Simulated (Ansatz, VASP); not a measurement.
# Mn: VASP beside Ansatz

INCAR

```
SYSTEM = Mn
PREC = Accurate
ENCUT = 500
EDIFF = 1E-6
ISMEAR = -5
SIGMA = 0.1
LREAL = .FALSE.
LASPH = .TRUE.
NELM = 200
ALGO = Normal
ISIF = 2
LWAVE = .FALSE.
LCHARG = .FALSE.
ISPIN = 2
MAGMOM = 0.76
LORBIT = 11
LMAXMIX = 4
GGA = PE
NBANDS = 16
GGA_COMPAT = .FALSE.
```

KPOINTS

```
regular mesh
0
G
  8 8 8
  0 0 0
```

Contents of POSCAR:

```
Mn
1.0
   -1.3932737400      1.3932737400      1.3932737400
    1.3932737400     -1.3932737400      1.3932737400
    1.3932737400      1.3932737400     -1.3932737400
Mn
1
Direct
    0.0000000000      0.0000000000      0.0000000000
```

Input for Ansatz:

```yaml
crystal:
  lattice:
    - [-1.39327374, 1.39327374, 1.39327374]
    - [1.39327374, -1.39327374, 1.39327374]
    - [1.39327374, 1.39327374, -1.39327374]
  atoms:
    - { symbol: Mn, position: [0.0, 0.0, 0.0], spin: 0.76 }
basis:
  ecutwfc: 550
kpoints:
  mp_grid: { grid: [8, 8, 8] }
hamiltonian:
  xc: pbe
scf:
  occupations: { method: tetrahedron }
  lower_state_search: "off"
  max_iter: 96
output:
  forces: true
  stress: true
  eigenvalues: true
  populations: true
magnetization:
  spin_polarized: true
```

Alike in both runs: task single point; functional PBE; k mesh 8 × 8 × 8; occupations tetrahedron; collinear spin.

```csv
,VASP,Ansatz
version,VASP 6.6.1,Ansatz 0.2.0
potentials or method,"VASP PAW PBE potentials, release 64 (Mn_pv), cutoff 500 eV","scalar-relativistic, plane waves, PAW"
valence electrons in the cell,13,15
```

|  | VASP | Ansatz | Ansatz less VASP |
| --- | --- | --- | --- |
| gap on the k mesh at the Fermi level (eV) | none | none | - |
| pressure (GPa) | 3.6 | 3.4 | -0.12 |
| net moment per atom (μB) | 0.94 | 0.91 | -0.028 |
| size of the moment on the site where the two differ most (μB) | 0.94 | 0.91 | -0.031 |

Site moments also hang on the region over which each program counts them. A gap of «none» marks a metal or a gap that the smearing closes. With one functional, cell and mesh, what is left measures potentials, basis and numerics. VASP's potentials hold 13 valence electrons a cell and Ansatz's 15, so a difference there can come from the potentials and not from the codes. Ansatz's warnings: band table not solved further, stability check not made, tetrahedron derivatives may miss energy slope.

The k mesh is coarse, so the values compare programs but aren't converged.
